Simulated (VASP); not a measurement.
# Pb: single point with PBE

The system is Pb.

```
CELL_PARAMETERS angstrom
0.00000 2.47502 2.47502
2.47502 0.00000 2.47502
2.47502 2.47502 0.00000
ATOMIC_POSITIONS crystal
Pb 0.00000 0.00000 0.00000
```

```yaml
Program: VASP 6.6.1
Task: single point
Functional: PBE
Potentials_or_basis: VASP PAW PBE potentials, release 64 (Pb_d)
Cutoff: 520 eV
k_mesh: 6 × 6 × 6
Occupations: fermi-dirac, width 0.03 eV
Spin: no spin polarisation
```

* Pressure: 3.2 GPa
* Band gap on the k mesh: zero (bands 7 and 8 overlap by 8.96 eV)

Levels at points of the mesh, in eV from the Fermi level:
| k point | band 3 | band 4 | band 5 | band 6 | band 7 | band 8 | band 9 | band 10 | band 11 | band 12 |
| --- | --- | --- | --- | --- | --- | --- | --- | --- | --- | --- |
| (0.00, 0.00, 0.00) | -17.20 | -17.07 | -17.07 | -11.90 | 7.27 | 7.27 | 7.27 | 9.61 | 11.21 | 12.34 |
| (0.50, 0.00, 0.00) | -17.19 | -16.93 | -16.93 | -8.27 | -4.35 | 5.43 | 5.43 | 9.10 | 9.32 | 11.06 |
| (0.50, 0.50, 0.00) | -16.94 | -16.89 | -16.89 | -6.86 | -3.42 | 1.90 | 1.90 | 5.24 | 6.50 | 18.11 |

Run time: 15 s on 1 thread of Intel Xeon 8259CL, with other jobs on the host, peak memory 0.15 GiB.

Caveat: the k points lie up to 0.37 Å⁻¹ apart, too coarse for converged energies and pressures of a metal; spin-orbit coupling is left out, which moves the levels of the heavy elements.
